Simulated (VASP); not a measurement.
Input of a VASP 6.6.1 run:

Contents of INCAR:

```
PREC     = Accurate       # precision mode
ENCUT    = 520            # plane-wave cutoff, eV
EDIFF    = 1E-6           # SCF threshold, eV
ISMEAR   = -1             # smearing method
SIGMA    = 0.05           # smearing width, eV
LREAL    = F              # projectors in reciprocal space
LASPH    = T              # aspherical terms in the spheres
NELM     = 100            # most SCF steps
ALGO     = Normal         # electronic algorithm
ISIF     = 2              # what is computed and relaxed
LWAVE    = F              # write WAVECAR
LCHARG   = T              # write CHGCAR
LELF     = T              # ELF
LVHAR    = T            
NBANDS   = 40             # bands
```

Contents of KPOINTS:

```
Automatic mesh
0
Gamma
  6 6 3
```

Contents of POSCAR:

```
TiGeSb
1.0
    3.6007183524      0.0000000000      0.0000000000
    0.0000000000      3.6007183524      0.0000000000
    0.0000000000      0.0000000000      7.9885528419
Ti Ge Sb
2 2 2
Direct
    0.5000000000      0.0000000000      0.2487500000
    0.0000000000      0.5000000000      0.7512500000
    0.0000000000      0.0000000000      0.0000000000
    0.5000000000      0.5000000000      0.0000000000
    0.5000000000      0.0000000000      0.6155600000
    0.0000000000      0.5000000000      0.3844400000
```

Potentials or basis: VASP PAW LDA potentials, release 64 (Ti_sv, Ge_d, Sb).

Launch:

```bash
$ cat potpaw_LDA.64/Ti_sv/POTCAR potpaw_LDA.64/Ge_d/POTCAR potpaw_LDA.64/Sb/POTCAR > POTCAR
$ mpirun -np 1 vasp_std > vasp.out
```

**Question.** What does it give for the pressure?

**Answer.** 4.5 GPa.

**Question.** Predict the band gap on the k mesh.

**Answer.** Zero (band 31 reaches 10.79 eV, above the bottom of band 32 at 8.24 eV).

**Question.** Predict the largest force.

**Answer.** 0.102 eV/Å.

Stress tensor (GPa, compression positive):
```
4.61 0.00 0.00
0.00 4.61 0.00
0.00 0.00 4.38
```

Caveat: spin-orbit coupling is left out, which moves the levels of the heavy elements.
